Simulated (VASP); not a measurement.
# Zn5Se3S2 (I-4m2) in VASP: notebook, part 2 of 2

VASP 6.6.1. Earlier steps stand in the parts before.

## 3. Single point, PBE

This run uses another cell than the first one, of 22.06 Å³/atom.

Input file INCAR:

```
PREC = Accurate
ENCUT = 520
EDIFF = 1E-7
ISMEAR = 0
SIGMA = 0.1
LREAL = False
LASPH = True
NELM = 100
ALGO = Normal
ISIF = 2
LWAVE = False
LCHARG = False
GGA = PE
NBANDS = 56
```

Input file KPOINTS:

```
Automatic mesh
0
Gamma
  6 6 6
```

Input file POSCAR:

```
Zn5Se3S2
1.0
   -1.9837175291      1.9837175291     14.0153915583
    1.9837175291     -1.9837175291     14.0153915583
    1.9837175291      1.9837175291    -14.0153915583
Zn Se S
5 3 2
Direct
    0.5936326088      0.5936326088      0.0000000000
    0.1978336077      0.1978336077      0.0000000000
    0.8021663923      0.8021663923      0.0000000000
    0.4063673912      0.4063673912      0.0000000000
    0.0000000000      0.0000000000      0.0000000000
    0.1457171151      0.6457171151      0.5000000000
    0.7500000000      0.2500000000      0.5000000000
    0.3542828849      0.8542828849      0.5000000000
    0.9533232114      0.4533232114      0.5000000000
    0.5466767886      0.0466767886      0.5000000000
```

Potentials or basis: VASP PAW PBE potentials, release 64 (Zn, Se, S).

On the command line:

```bash
> cat potpaw_PBE.64/Zn/POTCAR potpaw_PBE.64/Se/POTCAR potpaw_PBE.64/S/POTCAR > POTCAR
> mpirun -np 1 vasp_std > vasp.out
```

OUTCAR:

```text
PREC = Accurate
   ENCUT = 520
   EDIFF = 1E-7
   ISMEAR = 0
   LREAL = False
   LASPH = True
   NELM = 100
   ISIF = 2
   GGA = PE

 ion  position               nearest neighbor table
   1  0.594  0.594  0.000-  10 2.38  10 2.38   6 2.46   6 2.46
   2  0.198  0.198  0.000-   6 2.46   6 2.46   7 2.46   7 2.46
   3  0.802  0.802  0.000-   8 2.46   8 2.46   7 2.46   7 2.46
   4  0.406  0.406  0.000-   9 2.38   9 2.38   8 2.46   8 2.46
   5  0.000  0.000  0.000-  10 2.38   9 2.38  10 2.38   9 2.38
   6  0.146  0.646  0.500-   1 2.46   1 2.46   2 2.46   2 2.46
   7  0.750  0.250  0.500-   3 2.46   2 2.46   3 2.46   2 2.46
   8  0.354  0.854  0.500-   4 2.46   4 2.46   3 2.46   3 2.46
   9  0.953  0.453  0.500-   5 2.38   5 2.38   4 2.38   4 2.38
  10  0.547  0.047  0.500-   5 2.38   5 2.38   1 2.38   1 2.38

  LATTYP: Found a body centered tetragonal cell.
 ALAT       =     3.9674350582
 C/A-ratio  =     7.0652153609

  Lattice vectors:

 A1 = (  -1.9837175291,   1.9837175291,  14.0153915583)
[... 194 lines left out ...]
 E-fermi :   2.0889     XC(G=0):  -9.3285

 val. band max:        1.6543810385   @ k =   0.0000   0.0000   0.0000
 cond. band min:       3.0672690884   @ k =   0.0000   0.0000   0.0000
 fundamental gap:      1.4128880499
 Fermi energy:         2.0889119436

 k-point     1 :       0.0000    0.0000    0.0000
  band No.  band energies     occupation
      1     -11.4692      2.00000
      2     -11.1389      2.00000
      3     -11.1273      2.00000
      4     -10.5426      2.00000
      5     -10.4853      2.00000
      6      -4.8506      2.00000
[... 1405 lines left out ...]
     55       7.5594      0.00000
     56       7.8933      0.00000

 [... further k-points ...]
[... 5 lines left out ...]
  --------------------------------------------------------------------------------------
  -------------------------------------------------------------------------------------
  Total        0.6327058      0.6327058      0.5905829      0.0000000      0.0000000      0.0000000
  in kB        4.5950212      4.5950212      4.2891040      0.0000000      0.0000000      0.0000000
  external PRESSURE =       4.4930488 kB  Pullay stress =       0.0000000 kB

 VOLUME and BASIS-vectors are now :
 -----------------------------------------------------------------------------
  energy-cutoff  :      520.00
  volume of cell :      220.61
      direct lattice vectors                 reciprocal lattice vectors
    -1.983717529  1.983717529 14.015391558     0.000000000  0.252052015  0.035675065
     1.983717529 -1.983717529 14.015391558     0.252052015  0.000000000  0.035675065
     1.983717529  1.983717529-14.015391558     0.252052015  0.252052015  0.000000000

 POSITION                                       TOTAL-FORCE (eV/Angst)
 -----------------------------------------------------------------------------------
      0.00000      0.00000     16.63999        -0.000000     -0.000000     -0.034044
      0.00000      0.00000      5.54543        -0.000000      0.000000     -0.005375
      0.00000      0.00000     22.48535        -0.000000      0.000000      0.005375
      0.00000      0.00000     11.39080        -0.000000      0.000000      0.034044
      0.00000      0.00000      0.00000        -0.000000      0.000000     -0.000000
      1.98372      0.00000      4.08456        -0.000000      0.000000      0.008386
     -0.00000      1.98372      7.00770        -0.000000      0.000000     -0.000000
      1.98372      0.00000      9.93083        -0.000000      0.000000     -0.008386
     -0.00000      1.98372     12.70700         0.000000     -0.000000     -0.028427
      0.00000      1.98372      1.30839         0.000000     -0.000000      0.028427
 -----------------------------------------------------------------------------------
    total drift:                               -0.000001      0.000001      0.000000

  FREE ENERGIE OF THE ION-ELECTRON SYSTEM (eV)
  ---------------------------------------------------
  free  energy   TOTEN  =       -31.7138887931 eV

  energy  without entropy=      -31.7138887931  energy(sigma->0) =      -31.71388879
```

It took 66 min on 1 thread of Intel Xeon 6975P-C (Granite Rapids), shared host; peak memory 2.1 GiB.

Results:

| Quantity | Value |
| --- | --- |
| Free energy | -31.7139 eV |
| Pressure | 0.4 GPa |
| Largest force | 0.034 eV/Å |
| Band gap on the k mesh | 1.41 eV |

Forces in eV/Å, atoms in the order of the input:
```
Zn   0.000  0.000 -0.034
Zn   0.000  0.000 -0.005
Zn   0.000  0.000  0.005
Zn   0.000  0.000  0.034
Zn   0.000  0.000  0.000
Se   0.000  0.000  0.008
Se   0.000  0.000  0.000
Se   0.000  0.000 -0.008
S    0.000  0.000 -0.028
S    0.000  0.000  0.028
```

Levels at points of the mesh, in eV from the valence-band top:
| k point | band 42 | band 43 | band 44 | band 45 | band 46 | band 47 | band 48 | band 49 |
| --- | --- | --- | --- | --- | --- | --- | --- | --- |
| (0.00, 0.00, 0.00) | -0.80 | -0.10 | 0.00 | 0.00 | 1.41 | 3.23 | 3.31 | 3.62 |
| (0.50, 0.00, 0.00) | -0.91 | -0.65 | -0.64 | -0.63 | 2.69 | 3.19 | 3.28 | 4.06 |
| (0.50, 0.50, 0.00) | -2.33 | -2.26 | -2.17 | -2.13 | 3.12 | 3.61 | 3.64 | 3.75 |
| (0.50, 0.50, 0.50) | -0.46 | -0.46 | -0.14 | -0.14 | 2.32 | 2.47 | 3.12 | 3.46 |

A k mesh can miss the band edges.
